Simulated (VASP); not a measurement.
A run of VASP 6.6.1 is set up as follows.

File INCAR:

```
PREC = Accurate ; ENCUT = 550
EDIFF = 1E-6 ; ISMEAR = 0
SIGMA = 0.6 ; LREAL = False
LASPH = True ; NELM = 120
ALGO = Normal ; ISIF = 2
LWAVE = False ; LCHARG = False
GGA = CA ; NBANDS = 16
GGA_COMPAT = False
```

KPOINTS

```
regular mesh
0
Gamma
  11 11 11
```

Contents of POSCAR:

```
Hg
1.0
    1.7463233735      1.0082402698      2.1478810803
   -1.7463233735      1.0082402698      2.1478810803
    0.0000000000     -2.0164805396      2.1478810803
Hg
1
Direct
    0.0000000000      1.0000000000      0.0000000000
```

Potentials or basis: VASP PAW LDA potentials, release 64 (Hg_sv_GW).

The run is started by

```sh
$ cat potpaw_LDA.64/Hg_sv_GW/POTCAR > POTCAR
$ mpirun -np 1 vasp_std > vasp.out
```

**Question.** Estimate the pressure.

**Answer.** -0.1 GPa.

**Question.** What does it give for the band gap on the k mesh?

**Answer.** Zero (bands 10 and 11 overlap by 2.74 eV).

Stress tensor (GPa, compression positive):
```
-0.03  0.00  0.00
 0.00 -0.03  0.00
 0.00  0.00 -0.18
```

Caveat: so wide a smearing shifts energies and pressures; spin-orbit coupling is left out, which moves the levels of the heavy elements.
